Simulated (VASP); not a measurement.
Here is a VASP 6.6.1 calculation.

Contents of INCAR:

```
  PREC = Accurate
  ENCUT = 520
  EDIFF = 1E-6
  ISMEAR = 0
  SIGMA = 0.02
  LREAL = False
  LASPH = True
  NELM = 60
  ALGO = Normal
  ISIF = 2
  LWAVE = False
  LCHARG = False
  GGA = PE
  NBANDS = 46
```

KPOINTS

```
Automatic mesh
0
Gamma
  8 8 8
```

POSCAR

```
Zn4S3O
1.0
   -2.6225829000      2.6225829000      5.1995407000
    2.6225829000     -2.6225829000      5.1995407000
    2.6225829000      2.6225829000     -5.1995407000
Zn S O
4 3 1
Direct
    0.6615950000      0.6615950000      0.5528380000
    0.8912430000      0.3384050000      0.0000000000
    0.1087570000      0.1087570000      0.4471620000
    0.3384050000      0.8912430000      0.0000000000
    0.2500000000      0.7500000000      0.5000000000
    0.5000000000      0.5000000000      0.0000000000
    0.7500000000      0.2500000000      0.5000000000
    0.0000000000      0.0000000000      0.0000000000
```

Potentials or basis: VASP PAW PBE potentials, release 64 (Zn, S, O).

Run with:

```console
$ cat potpaw_PBE.64/Zn/POTCAR potpaw_PBE.64/S/POTCAR potpaw_PBE.64/O/POTCAR > POTCAR
$ mpirun -np 1 vasp_std > vasp.out
```

Problem. Predict the largest force.

Solution. 0.023 eV/Å.

Problem. Predict the pressure.

Solution. 0.2 GPa.

Problem. What does it give for the band gap on the k mesh?

Solution. 1.34 eV.

Forces in eV/Å, atoms in the order of the input:
```
Zn  -0.012 -0.012 -0.015
Zn   0.012 -0.012  0.015
Zn   0.012  0.012 -0.015
Zn  -0.012  0.012  0.015
S    0.000  0.000  0.000
S    0.000  0.000  0.000
S    0.000  0.000  0.000
O    0.000  0.000  0.000
```

A k mesh can miss the band edges.
